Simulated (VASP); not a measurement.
Input of a VASP 6.6.1 run:

File INCAR:

```
SYSTEM = NaH
PREC = Accurate ; ENCUT = 520
EDIFF = 1E-6 ; ISMEAR = -1
SIGMA = 0.02 ; LREAL = .False.
LASPH = .True. ; NELM = 100
ALGO = Normal ; ISIF = 2
LWAVE = .False. ; LCHARG = .False.
GGA = PS ; NBANDS = 16
```

Contents of KPOINTS:

```
regular mesh
0
Gamma
  6 6 6
  0 0 0
```

POSCAR

```
NaH
1.0
    3.9451285653      0.0000000000      0.0000000000
   -1.9725642826      3.4165815588      0.0000000000
    0.0000000000      0.0000000000      4.8367939577
Na H
2 2
Direct
    0.3333333333      0.6666666667     -0.0625038102
    0.6666666667      0.3333333333      0.4374961898
    0.3333333333      0.6666666667      0.4375038102
    0.6666666667      0.3333333333      0.9375038102
```

Potentials or basis: VASP PAW PBE potentials, release 64 (Na_pv, H).

Launch:

```console
$ cat potpaw_PBE.64/Na_pv/POTCAR potpaw_PBE.64/H/POTCAR > POTCAR
$ mpirun -np 1 vasp_std > vasp.out
```

(1) What does it give for the pressure?

(2) Predict the band gap on the k mesh.

## Answers

(1) -0.1 GPa.

(2) 3.09 eV, indirect (least direct gap 4.02 eV).

Caveat: the PAW data sets were made with another functional, which shifts forces and pressure a little.
